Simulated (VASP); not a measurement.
# TaAl3N4 (P4/mmm) in VASP: further runs, part 2 of 2

VASP 6.6.1. Earlier steps stand in the parts before.

### Step 3. Relaxation of cell and atoms, PBE

Input file INCAR:

```
SYSTEM = TaAl3N4
PREC = Accurate ; ENCUT = 600
EDIFF = 1E-6 ; ISMEAR = 0
SIGMA = 0.1 ; LREAL = .False.
LASPH = .True. ; NELM = 80
ALGO = Normal ; ISIF = 3
LWAVE = .False. ; LCHARG = .False.
GGA = PE ; IBRION = 2
NSW = 100 ; EDIFFG = -0.01
```

Input file KPOINTS:

```
regular mesh
0
Gamma
  12 12 6
  0 0 0
```

Input file POSCAR:

```
TaAl3N4
1.0
    2.9591141221      0.0000000000      0.0000000000
    0.0000000000      2.9591141221      0.0000000000
    0.0000000000      0.0000000000      8.5011471126
Ta Al N
1 3 4
Direct
    0.5000000000      0.5000000000      0.0000000000
    0.0000000000      0.0000000000      0.2633030589
    0.5000000000      0.5000000000      0.5000000000
    0.0000000000      0.0000000000      0.7366969411
    0.0000000000      0.0000000000      0.0000000000
    0.5000000000      0.5000000000      0.2658050689
    0.0000000000      0.0000000000      0.5000000000
    0.5000000000      0.5000000000      0.7341949311
```

Potentials or basis: VASP PAW PBE potentials, release 64 (Ta_pv, Al, N).

The run is started by

```bash
$ cat potpaw_PBE.64/Ta_pv/POTCAR potpaw_PBE.64/Al/POTCAR potpaw_PBE.64/N/POTCAR > POTCAR
$ mpirun -np 1 vasp_std > vasp.out
```

OUTCAR:

```text
SYSTEM = TaAl3N4
   PREC = Accurate
   ENCUT = 600
   EDIFF = 1E-6
   ISMEAR = 0
   LREAL = .False.
   LASPH = .True.
   NELM = 80
   ISIF = 3
   GGA = PE
   IBRION = 2
   NSW = 100
   EDIFFG = -0.01

 ion  position               nearest neighbor table
   1  0.500  0.500  0.000-   5 2.09   5 2.09   5 2.09   5 2.09   8 2.26   6 2.26   4 3.06   4 3.06
                             2 3.06   4 3.06   2 3.06   2 3.06   4 3.06   2 3.06
   2  0.000  0.000  0.263-   7 2.01   6 2.09   6 2.09   6 2.09   6 2.09   5 2.24   3 2.90   3 2.90
                             3 2.90   3 2.90   1 3.06   1 3.06   1 3.06   1 3.06
   3  0.500  0.500  0.500-   6 1.99   8 1.99   7 2.09   7 2.09   7 2.09   7 2.09   4 2.90   4 2.90
                             2 2.90   4 2.90   2 2.90   2 2.90   4 2.90   2 2.90
   4  0.000  0.000  0.737-   7 2.01   8 2.09   8 2.09   8 2.09   8 2.09   5 2.24   3 2.90   3 2.90
                             3 2.90   3 2.90   1 3.06   1 3.06   1 3.06   1 3.06
   5  0.000  0.000  0.000-   1 2.09   1 2.09   1 2.09   1 2.09   4 2.24   2 2.24
   6  0.500  0.500  0.266-   3 1.99   2 2.09   2 2.09   2 2.09   2 2.09   1 2.26
   7  0.000  0.000  0.500-   2 2.01   4 2.01   3 2.09   3 2.09   3 2.09   3 2.09
   8  0.500  0.500  0.734-   3 1.99   4 2.09   4 2.09   4 2.09   4 2.09   1 2.26

  LATTYP: Found a simple tetragonal cell.
 ALAT       =     2.9591141221
 C/A-ratio  =     2.8728689607
[... 198 lines left out ...]

  FORCE on cell =-STRESS in cart. coord.  units (eV):
  Direction    XX          YY          ZZ          XY          YZ          ZX
  --------------------------------------------------------------------------------------
  -------------------------------------------------------------------------------------
  Total       -0.0003492     -0.0003492     -0.2571723      0.0000000      0.0000000     -0.0000000
  in kB       -0.0075157     -0.0075157     -5.5352073      0.0000000      0.0000000     -0.0000000
  external PRESSURE =      -1.8500796 kB  Pullay stress =       0.0000000 kB
[... 113 lines left out ...]
--------------------------------------- Ionic step        4  -------------------------------------------

 number of electron      40.0000003 magnetization

 Free energy of the ion-electron system (eV)
  ---------------------------------------------------
  ext. energy  EPLUGINS =         0.00000000
  ---------------------------------------------------
  free energy    TOTEN  =       -64.12404977 eV

  energy without entropy =      -64.11544645  energy(sigma->0) =      -64.11974811

 E-fermi :  11.5007     XC(G=0): -12.3802

 val. band max:       11.4875256481   @ k =   0.1667   0.1667   0.1667
 cond. band min:      11.5239795267   @ k =   0.2500   0.1667   0.0000
 fundamental gap:      0.0364538786
 Fermi energy:        11.5006567912

 k-point     1 :       0.0000    0.0000    0.0000
  band No.  band energies     occupation
      1     -24.4371      2.00000
      2     -24.1297      2.00000
      3     -24.1297      2.00000
      4      -8.3592      2.00000
      5      -7.0781      2.00000
      6      -6.8156      2.00000
[... 661 lines left out ...]
     24      15.0112      0.00000
     25      15.2032      0.00000

 [... further k-points ...]
[... 5 lines left out ...]
  --------------------------------------------------------------------------------------
  -------------------------------------------------------------------------------------
  Total       -0.0639069     -0.0639069     -0.0176743      0.0000000      0.0000000      0.0000000
  in kB       -1.3763686     -1.3763686     -0.3806538      0.0000000      0.0000000      0.0000000
  external PRESSURE =      -1.0444637 kB  Pullay stress =       0.0000000 kB
[... 23 lines left out ...]
  FREE ENERGIE OF THE ION-ELECTRON SYSTEM (eV)
  ---------------------------------------------------
  free  energy   TOTEN  =       -64.1240497674 eV

  energy  without entropy=      -64.1154464475  energy(sigma->0) =      -64.11974811

 reached required accuracy - stopping structural energy minimisation
```

OSZICAR:

```text
N       E                     dE             d eps       ncg     rms          rms(c)
DAV:   1     0.266141831462E+03    0.26614E+03   -0.22580E+04  5600   0.173E+03
DAV:   2    -0.552834997896E+02   -0.32143E+03   -0.31549E+03  7180   0.398E+02
DAV:   3    -0.720634908408E+02   -0.16780E+02   -0.16651E+02  7268   0.947E+01
DAV:   4    -0.722901120437E+02   -0.22662E+00   -0.22514E+00  7128   0.111E+01
[... 25 lines left out ...]
DAV:   1    -0.641242465984E+02   -0.23317E-03   -0.10743E-02  5737   0.787E-01    0.109E-01
DAV:   2    -0.641240929265E+02    0.15367E-03   -0.41031E-04  7419   0.160E-01    0.535E-02
DAV:   3    -0.641240540453E+02    0.38881E-04   -0.11108E-04  7168   0.721E-02    0.147E-02
DAV:   4    -0.641240503382E+02    0.37071E-05   -0.13879E-05  7020   0.253E-02    0.761E-03
DAV:   5    -0.641240497674E+02    0.57079E-06   -0.11067E-06  3550   0.941E-03
   4 F= -.64124050E+02 E0= -.64119748E+02  d E =-.366548E-04
```

Wall time 12 min (1 thread of AMD EPYC 7R13, shared host); peak memory 0.35 GiB.

Results:

```yaml
Free_energy: -64.1240 eV
Relaxed_volume: 9.30 Å³/atom
Relaxed_cell: a = 2.961 Å, b = 2.961 Å, c = 8.486 Å, α = 90.00°, β = 90.00°, γ = 90.00°
Space_group_after_relaxing_to_0.1_Å: P4/mmm (No. 123)
Energy_gained_by_relaxing: 0.0 meV/atom
Ionic_steps: 4
Pressure_after_relaxing: -0.1 GPa
Largest_force_after_relaxing: 0.008 eV/Å
Band_gap_on_the_k_mesh: zero (bands 20 and 21 overlap by 4.16 eV)
```

Forces in eV/Å, atoms in the order of the input:
```
Ta   0.000  0.000  0.000
Al   0.000  0.000  0.000
Al   0.000  0.000  0.000
Al   0.000  0.000  0.000
N    0.000  0.000  0.000
N    0.000  0.000 -0.008
N    0.000  0.000  0.000
N    0.000  0.000  0.008
```

Stress tensor (GPa, compression positive):
```
-0.14  0.00  0.00
 0.00 -0.14  0.00
 0.00  0.00 -0.04
```

The path:
```
step  energy change (eV)  largest force (eV/Å)  pressure (GPa)  volume (Å³)
   1              0.0000                0.0346           -0.19        74.44
   2             -0.0003                0.0119            0.17        74.32
   3             -0.0003                0.0126            0.15        74.33
   4             -0.0003                0.0084           -0.10        74.39
```

Final structure:
```
Ta Al N
1.0
     2.96081    0.00000    0.00000
     0.00000    2.96081    0.00000
     0.00000    0.00000    8.48602
Ta Al N
1 3 4
Direct
  0.50000 0.50000 0.00000
  0.00000 0.00000 0.26300
  0.50000 0.50000 0.50000
  0.00000 0.00000 0.73700
  0.00000 0.00000 0.00000
  0.50000 0.50000 0.26584
  0.00000 0.00000 0.50000
  0.50000 0.50000 0.73416
```

Caveat: spin-orbit coupling is left out, which moves the levels of the heavy elements.
